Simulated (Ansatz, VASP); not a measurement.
# Two plane-wave programs on CuO2

```xyz
6
Lattice="1.4126 -5.2107 0.0000 1.4126 5.2107 0.0000 0.0000 0.0000 4.3434" Properties=species:S:1:pos:R:3 pbc="T T T"
Cu    1.4126    3.4677    3.2576
Cu    1.4126   -3.4677    1.0859
O     1.4126   -3.0115    3.2576
O     1.4126    3.0115    1.0859
O     1.4126   -0.5366    3.2576
O     1.4126    0.5366    1.0859
```

Alike in both runs: functional PBEsol; k mesh 8 × 8 × 5; occupations fermi-dirac, width 0.05 eV; no spin polarisation.

|  | VASP | Ansatz |
| --- | --- | --- |
| version | VASP 6.6.1 | Ansatz 0.2.0 |
| potentials or method | VASP PAW PBE potentials, release 64 (Cu, O) | Ansatz PAW |
| plane-wave cutoff (eV) | 520 | 420 |
| valence electrons in the cell | 46 | 62 |
| task | single point | band structure |

Ansatz gave:

```
gap on the k mesh at the Fermi level (eV)                     : none
pressure (GPa)                                                : -8.7
traceless stress, the component that is largest in VASP (GPa) : -2.24
rms of the force components (eV/Å)                            : 0.222
```

Question: Which values does VASP return?

Answer: gap on the k mesh at the Fermi level (eV): none; pressure (GPa): -7.7; traceless stress, the component that is largest in VASP (GPa): -1.11; rms of the force components (eV/Å): 0.171.

VASP's potentials were made for PBE, not for PBEsol. Atom by atom the forces differ by 0.062 eV/Å (rms over components). A gap of «none» marks a metal or a gap that the smearing closes. With one functional, cell and mesh, what is left measures potentials, basis and numerics. VASP's potentials hold 46 valence electrons a cell and Ansatz's 62, so a difference there can come from the potentials and not from the codes.
